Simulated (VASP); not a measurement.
Write the native input for VASP 6.6.1 that does the following.

```yaml
Task: single point
Functional: PBE
Potentials_or_basis: VASP PAW PBE potentials, release 64 (Tl_d)
Cutoff: 520 eV
k_mesh: 13 × 13 × 13
Occupations: fermi-dirac, width 0.05 eV
Spin: non-collinear spin, zero start, spin-orbit coupling
Starting_moments: "[[0.0, 0.0, 0.0]] μB"
Dipole_correction: no
Further_INCAR_settings: ALGO = Normal; EDIFF = 1e-06; NBANDS = 24
```

The structure of Tl lies in POSCAR:

```
Tl
1.0
   -1.9410000000      1.9410000000      1.9410000000
    1.9410000000     -1.9410000000      1.9410000000
    1.9410000000      1.9410000000     -1.9410000000
Tl
1
Direct
    0.0000000000      0.0000000000      0.0000000000
```

The input as run:

INCAR

```
  ALGO = Normal
  EDIFF = 1E-6
  ENCUT = 520
  GGA = PE
  GGA_COMPAT = F
  ISIF = 2
  ISMEAR = -1
  LASPH = T
  LCHARG = F
  LORBIT = 11
  LORBMOM = T
  LREAL = F
  LSORBIT = T
  LWAVE = F
  MAGMOM = 0 0 0
  NBANDS = 24
  NELM = 150
  PREC = Accurate
  SIGMA = 0.05
```

KPOINTS

```
k-points
0
Gamma
  13 13 13
```

Potentials or basis: VASP PAW PBE potentials, release 64 (Tl_d).

Command:

```console
$ cat potpaw_PBE.64/Tl_d/POTCAR > POTCAR
$ mpirun -np 1 vasp_ncl > vasp.out
```

It gave:

The pressure is 1.9 GPa and the net moment is 0.00 μB per cell. The valence electrons inside the program's atomic spheres are Tl 11.22.

Run time: 74 s on 1 thread of AMD EPYC 7R13 Processor (Zen 3) (shared host), peak memory 0.26 GiB.
